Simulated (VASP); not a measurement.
# PbS (C2) in VASP: single point with PBEsol

Aim: the single point of PbS with PBEsol.

Everything below comes from runs of VASP 6.6.1. Logs are shortened: lines on timing, memory, paths and dates and some standing lists are left out, and cuts for length are marked.

## (1) The cell of the first run

It takes space group C2 (No. 5, monoclinic). The conventional cell has a = 12.054 Å, b = 3.963 Å, c = 4.166 Å, α = 90.00°, β = 96.95°, γ = 90.00°. Within 3.5 Å of Pb (site symmetry 1) lie 5 S at 2.62 to 3.19 Å. S (site symmetry 1) has 5 Pb at 2.62 to 3.19 Å and 2 S at 3.38 Å within 3.5 Å.

## (2) Single point, PBEsol (strained and its atoms moved)

Contents of INCAR:

```
PREC     = Accurate       # precision mode
ENCUT    = 520            # plane-wave cutoff, eV
EDIFF    = 1E-7           # SCF threshold, eV
ISMEAR   = 0              # smearing method
SIGMA    = 0.02           # smearing width, eV
LREAL    = False          # projectors in reciprocal space
LASPH    = True           # aspherical terms in the spheres
NELM     = 100            # most SCF steps
ALGO     = Normal         # electronic algorithm
ISIF     = 2              # what is computed and relaxed
LWAVE    = False          # write WAVECAR
LCHARG   = False          # write CHGCAR
GGA      = PS             # functional
NBANDS   = 28             # bands
```

Contents of KPOINTS:

```
regular mesh
0
Gamma
  8 8 6
```

Contents of POSCAR:

```
PbS
1.0
    1.9815085339     -6.0164003989     -0.3594778119
    1.9815085339      6.0164003989      0.3594778119
    0.0000000000      0.2567592564      4.1578310185
Pb S
2 2
Direct
    0.8301625836      0.0828772559      0.7135857539
    0.0828772559      0.8301625836      0.2864142461
    0.6990232360      0.3879369245      0.7808207426
    0.3879369245      0.6990232360      0.2191792574
```

Potentials or basis: VASP PAW PBE potentials, release 64 (Pb_d, S).

On the command line:

```
$ cat potpaw_PBE.64/Pb_d/POTCAR potpaw_PBE.64/S/POTCAR > POTCAR
$ mpirun -np 1 vasp_std > vasp.out
```

OUTCAR:

```text
PREC = Accurate
   ENCUT = 520
   EDIFF = 1E-7
   ISMEAR = 0
   LREAL = False
   LASPH = True
   NELM = 100
   ISIF = 2
   GGA = PS

 ion  position               nearest neighbor table
   1  0.830  0.083  0.714-   4 2.62   3 2.70   4 2.72   4 3.10   4 3.19   2 3.64   2 3.71   2 3.83
                             2 3.83
   2  0.083  0.830  0.286-   3 2.62   4 2.70   3 2.72   3 3.10   3 3.19   1 3.64   1 3.71   1 3.83
                             1 3.83
   3  0.699  0.388  0.781-   2 2.62   1 2.70   2 2.72   2 3.10   2 3.19
   4  0.388  0.699  0.219-   1 2.62   2 2.70   1 2.72   1 3.10   1 3.19

  LATTYP: Found a base centered monoclinic cell.
 ALAT       =    12.0542603352
 B/A-ratio  =     0.3287648481
 C/A-ratio  =     0.3455833214
 COS(beta)  =    -0.1210559158

  Lattice vectors:

 A1 = (  -1.9815085339,  -6.0164003989,  -0.3594778119)
 A2 = (   1.9815085339,  -6.0164003989,  -0.3594778119)
 A3 = (   0.0000000000,   0.2567592564,   4.1578310185)

Analysis of symmetry for initial positions (statically):
=====================================================================
 Subroutine PRICEL returns:
 Original cell was already a primitive cell.

 Routine SETGRP: Setting up the symmetry group for a
 base centered monoclinic supercell.

 Subroutine GETGRP returns: Found  2 space group operations
 (whereof  2 operations were pure point group operations)
 out of a pool of  4 trial point group operations.

The static configuration has the point symmetry C_2 .

Analysis of symmetry for dynamics (positions and initial velocities):
=====================================================================
 Subroutine PRICEL returns:
 Original cell was already a primitive cell.

 Routine SETGRP: Setting up the symmetry group for a
 base centered monoclinic supercell.

 Subroutine GETGRP returns: Found  2 space group operations
 (whereof  2 operations were pure point group operations)
 out of a pool of  4 trial point group operations.

The dynamic configuration has the point symmetry C_2 .

 Subroutine INISYM returns: Found  2 space group operations
 (whereof  2 operations are pure point group operations),
 and found     1 'primitive' translations

----------------------------------------------------------------------------------------

                                     Primitive cell

  volume of cell :      98.7698

  direct lattice vectors                    reciprocal lattice vectors
     1.981508534 -6.016400399 -0.359477812     0.252333004 -0.083413946  0.005151076
[... 91 lines left out ...]
   LREAL  =      F    real-space projection
   EDIFFG = 0.1E-05   stopping-criterion for IOM
   NSW    =      0    number of steps for IOM
   IBRION =     -1    ionic relax: 0-MD 1-quasi-New 2-CG
   NFREE  =      0    steps in history (QN), initial steepest desc. (CG)
   ISIF   =      2    stress and relaxation
   ISYM   =      2    0-nonsym 1-usesym 2-fastsym
   POTIM  = 0.5000    time-step for ionic-motion
   TEBEG  =    0.0;   TEEND  =   0.0 temperature during run
   PSTRESS=    0.0 pullay stress
   NELECT =      40.0000    total number of electrons
   NUPDOWN=      -1.0000    fix difference up-down
   EMIN   =  10.00;   EMAX   =-10.00  energy-range for DOS
   EFERMI =   0.00;   METHOD = LEGACY
   ISMEAR =     0;   SIGMA  =   0.02  broadening in eV -4-tet -1-fermi 0-gaus
   EFERMI_NEDOS =   21; number of points for ismear=-14 and -15
   IALGO  =     38    algorithm
   IMIX   =      4    mixing-type and parameters
     AMIX     =   0.40;   BMIX     =  1.00
     AMIX_MAG =   1.60;   BMIX_MAG =  1.00
  volume/ion in A,a.u.               =      24.69       166.63
  Fermi-wavevector in a.u.,A,eV,Ry     =   1.211212  2.288859 19.960212  1.467034
  Thomas-Fermi vector in A             =   2.346734
   LORBIT       =      0    0 simple, 1 ext, 2 COOP (PROOUT), +10 PAW based schemes
   GGA     = PS    functional components
   LHFCALC =     F    Hartree Fock is set to
   AEXX    =    0.0000 exact exchange contribution
   IVDW    =     0    specifies the selected vdW correction
   LEPSILON=     F    determine dielectric tensor
   LRPA    =     F    only Hartree local field effects (RPA)
 non-spin polarized calculation
 Gauss-broadening in eV      SIGMA  =   0.02
  energy-cutoff  :      520.00
  volume of cell :       98.77
 maximum number of plane-waves:      2684
   NGX = 23   NGY = 23   NGZ = 15

 number of electron      40.0000003 magnetization

 Free energy of the ion-electron system (eV)
  ---------------------------------------------------
  ext. energy  EPLUGINS =         0.00000000
  ---------------------------------------------------
  free energy    TOTEN  =       -18.26514338 eV

  energy without entropy =      -18.26514338  energy(sigma->0) =      -18.26514338

 E-fermi :   5.9471     XC(G=0): -10.1154

 val. band max:        5.8293719309   @ k =  -0.0000   0.0000   0.5000
 cond. band min:       6.4610165591   @ k =   0.5000   0.5000   0.0000
 fundamental gap:      0.6316446282
 Fermi energy:         5.9471432057

 k-point     1 :       0.0000    0.0000    0.0000
  band No.  band energies     occupation
      1     -10.7493      2.00000
      2     -10.5965      2.00000
      3     -10.5687      2.00000
      4     -10.5647      2.00000
      5     -10.5375      2.00000
      6     -10.5257      2.00000
[... 733 lines left out ...]
     27      13.1824      0.00000
     28      13.8850      0.00000

 [... further k-points ...]

------------------------ aborting loop because EDIFF is reached ----------------------------------------

  FORCE on cell =-STRESS in cart. coord.  units (eV):
  Direction    XX          YY          ZZ          XY          YZ          ZX
  --------------------------------------------------------------------------------------
  -------------------------------------------------------------------------------------
  Total        4.3593600      1.1876088      3.4130483      0.0000000     -1.9115466      0.0000000
  in kB       70.7146188     19.2645954     55.3641833      0.0000000    -31.0078288      0.0000000
  external PRESSURE =      48.4477992 kB  Pullay stress =       0.0000000 kB

 VOLUME and BASIS-vectors are now :
 -----------------------------------------------------------------------------
  energy-cutoff  :      520.00
  volume of cell :       98.77
      direct lattice vectors                 reciprocal lattice vectors
     1.981508534 -6.016400399 -0.359477812     0.252333004 -0.083413946  0.005151076
     1.981508534  6.016400399  0.359477812     0.252333004  0.083413946 -0.005151076
     0.000000000  0.256759256  4.157831018     0.000000000 -0.014423608  0.241400718

 POSITION                                       TOTAL-FORCE (eV/Angst)
 -----------------------------------------------------------------------------------
      1.80920     -4.31275      2.69834         0.731285     -0.440312      0.277150
      1.80920      4.56951      1.45949         0.731285      0.440312     -0.277150
      2.15382     -1.67114      3.13469        -0.731285      0.223021     -0.420652
      2.15382      1.92790      1.02314        -0.731285     -0.223021      0.420652
 -----------------------------------------------------------------------------------
    total drift:                                0.000281     -0.000000      0.000000

  FREE ENERGIE OF THE ION-ELECTRON SYSTEM (eV)
  ---------------------------------------------------
  free  energy   TOTEN  =       -18.2651433823 eV

  energy  without entropy=      -18.2651433823  energy(sigma->0) =      -18.26514338
```

OSZICAR:

```text
N       E                     dE             d eps       ncg     rms          rms(c)
DAV:   1     0.426215496822E+03    0.42622E+03   -0.19034E+04  6384   0.157E+03
DAV:   2     0.298778540682E+02   -0.39634E+03   -0.38433E+03  6428   0.415E+02
DAV:   3    -0.167863243712E+02   -0.46664E+02   -0.45432E+02  8364   0.158E+02
DAV:   4    -0.189956910443E+02   -0.22094E+01   -0.22014E+01  7848   0.347E+01
DAV:   5    -0.190777656379E+02   -0.82075E-01   -0.82061E-01  8352   0.714E+00    0.776E+00
DAV:   6    -0.182711847591E+02    0.80658E+00   -0.19351E+00  9024   0.110E+01    0.499E+00
DAV:   7    -0.182703360339E+02    0.84873E-03   -0.49600E-01  8428   0.318E+00    0.246E+00
DAV:   8    -0.182675448489E+02    0.27912E-02   -0.67411E-02  9340   0.214E+00    0.230E-01
DAV:   9    -0.182650276777E+02    0.25172E-02   -0.14906E-02  9272   0.975E-01    0.972E-02
DAV:  10    -0.182651176382E+02   -0.89960E-04   -0.11936E-03  7116   0.198E-01    0.567E-02
DAV:  11    -0.182651428536E+02   -0.25215E-04   -0.17036E-04  9712   0.953E-02    0.284E-02
DAV:  12    -0.182651436542E+02   -0.80060E-06   -0.10687E-05  8928   0.205E-02    0.155E-02
DAV:  13    -0.182651434504E+02    0.20384E-06   -0.25498E-06  8180   0.136E-02    0.205E-03
DAV:  14    -0.182651433823E+02    0.68096E-07   -0.36316E-07  6744   0.406E-03
   1 F= -.18265143E+02 E0= -.18265143E+02  d E =-.256379E-19
```

stdout:

```text
POSCAR found type information on POSCAR PbS
 POSCAR found :  2 types and       4 ions
 scaLAPACK will be used
 -----------------------------------------------------------------------------
|                                                                             |
|                                                                             |
|     You enforced a specific xc type in the INCAR file but a different       |
|     I HOPE YOU KNOW WHAT YOU ARE DOING!                                     |
|                                                                             |
 -----------------------------------------------------------------------------

 LDA part: xc-table for (Slater+PW92), standard interpolation
 POSCAR, INCAR and KPOINTS ok, starting setup
 FFT: planning ... GRIDC
 FFT: planning ... GRID_SOFT
 FFT: planning ... GRID
 WAVECAR not read
 entering main loop
```

Wall time 3.6 min (1 thread of Intel Xeon 6975P-C (Granite Rapids), shared host); peak memory 0.42 GiB.

Results:

* Free energy: -18.2651 eV
* Pressure: 4.8 GPa
* Largest force: 0.897 eV/Å
* Band gap on the k mesh: 0.63 eV, indirect (least direct gap 0.84 eV)

Forces in eV/Å, atoms in the order of the input:
```
Pb   0.731 -0.440  0.277
Pb   0.731  0.440 -0.277
S   -0.731  0.223 -0.421
S   -0.731 -0.223  0.421
```

Caveat: the cell differs from its parent crystal (strained and its atoms moved); the PAW data sets were made with another functional, which shifts forces and pressure a little; spin-orbit coupling is left out, which moves the levels of the heavy elements. A k mesh can miss the band edges.
